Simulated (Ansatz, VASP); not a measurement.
Ag3SF: VASP beside Ansatz

File INCAR:

```
SYSTEM = Ag3SF
PREC     = Accurate       ! precision mode
ENCUT    = 520            ! plane-wave cutoff, eV
EDIFF    = 1E-7           ! SCF threshold, eV
ISMEAR   = 0              ! smearing method
SIGMA    = 0.1            ! smearing width, eV
LREAL    = .False.        ! projectors in reciprocal space
LASPH    = .True.         ! aspherical terms in the spheres
NELM     = 60             ! most SCF steps
ALGO     = Normal         ! electronic algorithm
ISIF     = 2              ! what is computed and relaxed
LWAVE    = .False.        ! write WAVECAR
LCHARG   = .False.        ! write CHGCAR
GGA      = PE             ! functional
NBANDS   = 31             ! bands
```

Contents of KPOINTS:

```
Automatic mesh
0
Gamma
  4 4 4
  0 0 0
```

Contents of POSCAR:

```
Ag3SF
1.0
    4.6759498200      0.0000000000      0.0000000000
    0.0000000000      4.6759498200      0.0000000000
    0.0000000000      0.0000000000      4.6759498200
Ag S F
3 1 1
Direct
    0.0000000000      0.5000000000      0.5000000000
    0.5000000000      0.0000000000      0.5000000000
    0.5000000000      0.5000000000      0.0000000000
    0.0000000000      0.0000000000      0.0000000000
    0.5000000000      0.5000000000      0.5000000000
```

Input for Ansatz:

```yaml
crystal:
  lattice:
    - [4.67594982, 0.0, 0.0]
    - [0.0, 4.67594982, 0.0]
    - [0.0, 0.0, 4.67594982]
  atoms:
    - { symbol: Ag, position: [0.0, 0.5, 0.5] }
    - { symbol: Ag, position: [0.5, 0.0, 0.5] }
    - { symbol: Ag, position: [0.5, 0.5, 0.0] }
    - { symbol: S, position: [0.0, 0.0, 0.0] }
    - { symbol: F, position: [0.5, 0.5, 0.5] }
basis:
  ecutwfc: 420
kpoints:
  mp_grid: { grid: [4, 4, 4] }
hamiltonian:
  xc: pbe
scf:
  occupations: { method: gaussian, width: 0.1 }
  lower_state_search: "off"
output:
  forces: true
  stress: true
  eigenvalues: true
```

Alike in both runs: task single point; functional PBE; k mesh 4 × 4 × 4; occupations gaussian, width 0.1 eV; no spin polarisation.

```csv
,VASP,Ansatz
version,VASP 6.6.1,Ansatz 0.2.0
potentials or method,"VASP PAW PBE potentials, release 64 (Ag, S, F), cutoff 520 eV","scalar-relativistic, plane waves, PAW"
valence electrons in the cell,46,70
```

|  | VASP | Ansatz | Ansatz less VASP |
| --- | --- | --- | --- |
| gap on the k mesh at the Fermi level (eV) | none | none | - |
| pressure (GPa) | -3.1 | -2.9 | +0.16 |

A gap of «none» marks a metal or a gap that the smearing closes. With one functional, cell and mesh, what is left measures potentials, basis and numerics. VASP's potentials hold 46 valence electrons a cell and Ansatz's 70, so a difference there can come from the potentials and not from the codes.
